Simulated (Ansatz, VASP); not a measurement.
# In2Sb3: VASP beside Ansatz

```
In Sb
1.0
     5.67853    0.00000    0.00000
     0.00000    5.67853    0.00000
     0.00000    0.00000    5.67853
In Sb
2 3
Direct
  0.00000 0.00000 0.00000
  0.50000 0.50000 0.50000
  0.50000 0.00000 0.00000
  0.00000 0.50000 0.00000
  0.00000 0.00000 0.50000
```

Alike in both runs: functional PBE; k mesh 8 × 8 × 8; occupations gaussian, width 0.1 eV; no spin polarisation.

Ansatz relaxed the structure, and its values are those at the end. VASP's run is a single point on that final structure, the one shown.

```csv
,VASP,Ansatz
version,VASP 6.6.1,Ansatz 0.2.0
potentials or method,"VASP PAW PBE potentials, release 64 (In_d, Sb), cutoff 520 eV","scalar-relativistic, plane waves, PAW"
valence electrons in the cell,41,71
```

|  | VASP | Ansatz | Ansatz less VASP |
| --- | --- | --- | --- |
| gap on the k mesh at the Fermi level (eV) | none | none | - |
| pressure (GPa) | 0.0 | 0.0 | +0.05 |

A gap of «none» marks a metal or a gap that the smearing closes. The functional is the same, so the differences come from potentials, cutoffs and numerics. VASP's potentials hold 41 valence electrons a cell and Ansatz's 71, so a difference there can come from the potentials and not from the codes.

Neither program's run includes spin-orbit coupling.
